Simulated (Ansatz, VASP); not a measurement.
**NbP: VASP beside Ansatz**

```xyz
4
Lattice="-1.6407 1.6407 5.6229 1.6407 -1.6407 5.6229 1.6407 1.6407 -5.6229" Properties=species:S:1:pos:R:3 pbc="T T T"
Nb    1.6407    0.0000    2.8101
Nb    0.0000    0.0000    5.6216
P     0.0000    1.6407    3.7420
P     0.0000    0.0000    0.9306
```

Alike in both runs: task single point; functional r2SCAN; k mesh 11 × 11 × 11; occupations fermi-dirac, width 0.05 eV; no spin polarisation.

|  | VASP | Ansatz |
| --- | --- | --- |
| version | VASP 6.6.1 | Ansatz 0.2.0 |
| potentials or method | VASP PAW PBE potentials, release 64 (Nb_sv, P) | Ansatz PAW |
| plane-wave cutoff (eV) | 520 | 500 |
| valence electrons in the cell | 36 | 36 |

|  | VASP | Ansatz | Ansatz less VASP |
| --- | --- | --- | --- |
| gap on the k mesh at the Fermi level (eV) | none | none | - |
| pressure (GPa) | 11.2 | 11.7 | +0.49 |
| traceless stress, the component that is largest in VASP (GPa) | -1.08 | -1.13 | -0.049 |
| rms of the force components (eV/Å) | 0.011 | 0.012 | +0.0012 |

VASP's potentials were made for PBE, not for r2SCAN. Atom by atom the forces differ by 0.001 eV/Å (rms over components). A gap of «none» marks a metal or a gap that the smearing closes.
